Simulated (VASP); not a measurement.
Set up this calculation in VASP 6.6.1, as the native input.

- Task: single point
- Functional: PBE
- Potentials or basis: VASP PAW PBE potentials, release 64 (Ni)
- Cutoff: 520 eV
- k mesh: 15 × 10 × 15
- Occupations: fermi-dirac, width 0.05 eV
- Spin: collinear spin, ferromagnetic start
- Starting moments: [1.0, 1.0] μB
- Dipole correction: no
- Further INCAR settings: ALGO = Normal; EDIFF = 1e-06; NBANDS = 21

The structure of Ni lies in POSCAR:

```
Ni
1.0
   -1.7593077821      1.7593077821      0.0000000000
    0.0000000000      0.0000000000      3.5186155641
    1.7593077821      1.7593077821      0.0000000000
Ni
2
Direct
    0.0000000000      0.0000000000      0.0000000000
    0.5000000000      0.5000000000      0.5000000000
```

These files were run (other wordings do the same):

INCAR

```
SYSTEM = Ni
  PREC = Accurate
  ENCUT = 520
  EDIFF = 1E-6
  ISMEAR = -1
  SIGMA = 0.05
  LREAL = .FALSE.
  LASPH = .TRUE.
  NELM = 150
  ALGO = Normal
  ISIF = 2
  LWAVE = .FALSE.
  LCHARG = .TRUE.
  ISPIN = 2
  MAGMOM = 1 1
  LORBIT = 11
  LMAXMIX = 4
  GGA = PE
  LELF = .TRUE.
  LVHAR = .TRUE.
  NBANDS = 21
```

KPOINTS

```
Automatic mesh
0
G
  15 10 15
  0 0 0
```

Potentials or basis: VASP PAW PBE potentials, release 64 (Ni).

Launch:

```sh
$ cat potpaw_PBE.64/Ni/POTCAR > POTCAR
$ mpirun -np 1 vasp_std > vasp.out
```

Results of the run:

| Item | Value |
| --- | --- |
| Pressure | 0.0 GPa |
| Net moment | 1.27 μB per cell |
| Site moments | Ni +0.65 μB |
| Valence electrons inside the program's atomic spheres | Ni 9.31 |

Wall time 110 s on 1 thread of Oxide Virtual Turin-like Processor (shared host), peak memory 0.2 GiB.
